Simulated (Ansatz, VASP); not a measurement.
Two plane-wave programs on HfN

```
CELL_PARAMETERS angstrom
0.00000 2.25900 2.22512
2.25900 0.00000 2.22512
2.25900 2.25900 0.00000
ATOMIC_POSITIONS crystal
Hf 0.00000 0.00000 0.00000
N 0.50000 0.50000 0.50000
```

Change from the starting cell: strain +0.000 along x and y, -0.015 along z, atoms carried along.

Alike in both runs: task single point; functional PBE; k mesh 18 × 18 × 18; occupations gaussian, width 0.15 eV; no spin polarisation.

|  | VASP | Ansatz |
| --- | --- | --- |
| version | VASP 6.6.1 | Ansatz 0.2.0 |
| potentials or method | VASP PAW PBE potentials, release 64 (Hf_pv, N), cutoff 520 eV | scalar-relativistic, plane waves, PAW |
| valence electrons in the cell | 15 | 31 |

VASP gave:

```
gap on the k mesh at the Fermi level (eV)                     : none
pressure (GPa)                                                : 7.6
traceless stress, the component that is largest in VASP (GPa) : 5.38
```

**Question.** Estimate Ansatz's values.

**Answer.** gap on the k mesh at the Fermi level (eV): none; pressure (GPa): 10.1; traceless stress, the component that is largest in VASP (GPa): 5.43.

A gap of «none» marks a metal or a gap that the smearing closes. With one functional, cell and mesh, what is left measures potentials, basis and numerics. VASP's potentials hold 15 valence electrons a cell and Ansatz's 31, so a difference there can come from the potentials and not from the codes.

Neither program's run includes spin-orbit coupling.
